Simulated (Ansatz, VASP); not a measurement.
**Ge: VASP beside Ansatz**

```
CELL_PARAMETERS angstrom
0.00000 2.87445 2.87445
2.87445 0.00000 2.87445
2.87445 2.87445 0.00000
ATOMIC_POSITIONS crystal
Ge 0.80750 0.89750 0.89750
Ge 0.19250 0.10250 0.10250
```

Alike in both runs: task single point; functional PBE; k mesh 9 × 9 × 9; occupations fermi-dirac, width 0.05 eV; no spin polarisation.

```csv
,VASP,Ansatz
version,VASP 6.6.1,Ansatz 0.2.0
potentials or method,"VASP PAW PBE potentials, release 64 (Ge_d)","PAW with Ansatz's default frozen-core files, scalar-relativistic"
plane-wave cutoff (eV),520,420
valence electrons in the cell,28,28
```

|  | VASP | Ansatz | Ansatz less VASP |
| --- | --- | --- | --- |
| gap on the k mesh at the Fermi level (eV) | none | none | - |
| pressure (GPa) | 10.1 | 10.0 | -0.04 |
| traceless stress, the component that is largest in VASP (GPa) | 14.25 | 14.18 | -0.077 |
| rms of the force components (eV/Å) | 4.709 | 4.687 | -0.0219 |

Atom by atom the forces differ by 0.022 eV/Å (rms over components). A gap of «none» marks a metal or a gap that the smearing closes.
